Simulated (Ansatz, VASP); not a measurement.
## One calculation of PtC, two programs

Contents of INCAR:

```
PREC = Accurate ; ENCUT = 520
EDIFF = 1E-7 ; ISMEAR = 0
SIGMA = 0.1 ; LREAL = F
LASPH = T ; NELM = 60
ALGO = Normal ; ISIF = 2
LWAVE = F ; LCHARG = T
GGA = PE ; LELF = T
LVHAR = T ; NBANDS = 14
```

The input KPOINTS:

```
Automatic mesh
0
Gamma
  6 6 6
```

POSCAR

```
PtC
1.0
    2.6298999952      0.0000000000      0.0000000000
    0.0000000000      2.6298999952      0.0000000000
    0.0000000000      0.0000000000      3.4470474936
Pt C
1 1
Direct
    0.5000000000      0.5000000000      0.5000000000
    0.0000000000      0.0000000000      0.0000000000
```

Input for Ansatz:

```yaml
crystal:
  lattice:
    - [2.6298999952, 0.0, 0.0]
    - [0.0, 2.6298999952, 0.0]
    - [0.0, 0.0, 3.4470474936]
  atoms:
    - { symbol: Pt, position: [0.5, 0.5, 0.5] }
    - { symbol: C, position: [0.0, 0.0, 0.0] }
basis:
  ecutwfc: 420
kpoints:
  mp_grid: { grid: [6, 6, 6] }
hamiltonian:
  xc: pbe
scf:
  occupations: { method: gaussian, width: 0.1 }
  lower_state_search: "off"
output:
  forces: true
  stress: true
  eigenvalues: true
```

Alike in both runs: task single point; functional PBE; k mesh 6 × 6 × 6; occupations gaussian, width 0.1 eV; no spin polarisation.

|  | VASP | Ansatz |
| --- | --- | --- |
| version | VASP 6.6.1 | Ansatz 0.2.0 |
| potentials or method | VASP PAW PBE potentials, release 64 (Pt, C), cutoff 520 eV | scalar-relativistic, plane waves, PAW |
| valence electrons in the cell | 14 | 22 |

|  | VASP | Ansatz | Ansatz less VASP |
| --- | --- | --- | --- |
| gap on the k mesh at the Fermi level (eV) | none | none | - |
| pressure (GPa) | -3.3 | -3.0 | +0.31 |
| traceless stress, the component that is largest in VASP (GPa) | -27.55 | -27.79 | -0.236 |

A gap of «none» marks a metal or a gap that the smearing closes. VASP's potentials hold 14 valence electrons a cell and Ansatz's 22, so a difference there can come from the potentials and not from the codes.

The k mesh is coarse, so the values compare programs but aren't converged. Neither program's run includes spin-orbit coupling.
